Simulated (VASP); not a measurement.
Wanted: the native input for a VASP 6.6.1 run.

| Property | Result |
| --- | --- |
| Task | single point |
| Functional | r2SCAN |
| Potentials or basis | VASP PAW PBE potentials, release 64 (Ge_d) |
| Cutoff | 520 eV |
| k mesh | 9 × 9 × 1 |
| Occupations | gaussian, width 0.05 eV |
| Spin | no spin polarisation |
| Dipole correction | yes |
| Further INCAR settings | ALGO = Normal; EDIFF = 1e-06; NBANDS = 66 |

The system is Ge, a slab with vacuum.

```
CELL_PARAMETERS angstrom
4.01283 0.00000 0.00000
-2.00642 3.47522 0.00000
0.00000 0.00000 17.64851
ATOMIC_POSITIONS crystal
Ge 0.33333 0.66667 0.19832
Ge 0.00000 0.00000 0.24473
Ge 0.00000 0.00000 0.38397
Ge 0.66667 0.33333 0.43038
Ge 0.66667 0.33333 0.56962
Ge 0.33333 0.66667 0.61603
Ge 0.33333 0.66667 0.75527
Ge 0.00000 0.00000 0.80168
```

One way to write it, as run:

POSCAR

```
Ge
1.0
    4.0128347834      0.0000000000      0.0000000000
   -2.0064173917      3.4752168636      0.0000000000
    0.0000000000      0.0000000000     17.6485141116
Ge
8
Direct
    0.3333333333      0.6666666667      0.1983169789
    0.0000000000      0.0000000000      0.2447297513
    0.0000000000      0.0000000000      0.3839680688
    0.6666666667      0.3333333333      0.4303808413
    0.6666666667      0.3333333333      0.5696191587
    0.3333333333      0.6666666667      0.6160319312
    0.3333333333      0.6666666667      0.7552702487
    0.0000000000      0.0000000000      0.8016830211
```

INCAR.step1

```
PREC     = Accurate       # precision mode
ENCUT    = 520            # plane-wave cutoff, eV
ISMEAR   = 0              # smearing method
SIGMA    = 0.05           # smearing width, eV
LREAL    = False          # projectors in reciprocal space
LASPH    = True           # aspherical terms in the spheres
NELM     = 100            # most SCF steps
LDIPOL   = True         
IDIPOL   = 3            
DIPOL    = 0.5 0.5 0.500
NBANDS   = 66             # bands
GGA      = PE             # functional
ALGO     = Normal         # electronic algorithm
EDIFF    = 1E-4           # SCF threshold, eV
LWAVE    = True           # write WAVECAR
LCHARG   = False          # write CHGCAR
```

INCAR.step2

```
PREC     = Accurate       # precision mode
ENCUT    = 520            # plane-wave cutoff, eV
EDIFF    = 1E-6           # SCF threshold, eV
ISMEAR   = 0              # smearing method
SIGMA    = 0.05           # smearing width, eV
LREAL    = False          # projectors in reciprocal space
LASPH    = True           # aspherical terms in the spheres
NELM     = 100            # most SCF steps
ALGO     = Normal         # electronic algorithm
ISIF     = 2              # what is computed and relaxed
LWAVE    = False          # write WAVECAR
LCHARG   = True           # write CHGCAR
LDIPOL   = True         
IDIPOL   = 3            
DIPOL    = 0.5 0.5 0.500
METAGGA  = R2SCAN         # meta-GGA
LMIXTAU  = True         
LELF     = True           # ELF
LVHAR    = True         
LVACPOTAV= True         
NBANDS   = 66             # bands
ISTART   = 1
```

KPOINTS

```
regular mesh
0
Gamma
  9 9 1
```

Potentials or basis: VASP PAW PBE potentials, release 64 (Ge_d).

The run is started by

```bash
$ cat potpaw_PBE.64/Ge_d/POTCAR > POTCAR
$ cp INCAR.step1 INCAR
$ mpirun -np 1 vasp_std > vasp.out
$ cp INCAR.step2 INCAR
$ mpirun -np 1 vasp_std > vasp.out
```

Results of the run:

```json
{
  "Largest force": "0.515 eV/Å",
  "Band gap on the k mesh": "zero (bands 56 and 57 overlap by 0.30 eV)"
}
```

Caveat: the PAW data sets were made with another functional, which shifts forces and pressure a little.

It took 10 min on 1 thread of Intel(R) Xeon(R) 6975P-C (Granite Rapids), on a shared host, peak memory 0.41 GiB.
